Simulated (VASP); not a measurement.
Here is a VASP 6.6.1 calculation.

The input INCAR:

```
SYSTEM = WC
ALGO     = Normal         ! electronic algorithm
EDIFF    = 1E-6           ! SCF threshold, eV
ENCUT    = 520            ! plane-wave cutoff, eV
GGA      = PE             ! functional
ISIF     = 2              ! what is computed and relaxed
ISMEAR   = 1              ! smearing method
LASPH    = .TRUE.         ! aspherical terms in the spheres
LCHARG   = .FALSE.        ! write CHGCAR
LREAL    = .FALSE.        ! projectors in reciprocal space
LWAVE    = .FALSE.        ! write WAVECAR
NBANDS   = 16             ! bands
NELM     = 100            ! most SCF steps
PREC     = Accurate       ! precision mode
SIGMA    = 0.1            ! smearing width, eV
```

Contents of KPOINTS:

```
k-points
0
G
  11 11 10
  0 0 0
```

File POSCAR:

```
WC
1.0
    2.9820270534      0.0000000000      0.0000000000
   -1.4910135267      2.5825111870      0.0000000000
    0.0000000000      0.0000000000      2.9103106622
W C
1 1
Direct
    0.0000000000      0.0000000000      0.0000000000
    0.6666666667      0.3333333333      0.5000000000
```

Potentials or basis: VASP PAW PBE potentials, release 64 (W_sv, C).

The run is started by

```console
$ cat potpaw_PBE.64/W_sv/POTCAR potpaw_PBE.64/C/POTCAR > POTCAR
$ mpirun -np 1 vasp_std > vasp.out
```

Problem. Predict the pressure.

Solution. -20.4 GPa.

Problem. Estimate the band gap on the k mesh.

Solution. Zero (band 9 reaches 10.64 eV, above the bottom of band 10 at 9.50 eV).

Stress tensor (GPa, compression positive):
```
-19.02   0.00   0.00
  0.00 -19.02   0.00
  0.00   0.00 -23.24
```

Caveat: spin-orbit coupling is left out, which moves the levels of the heavy elements.
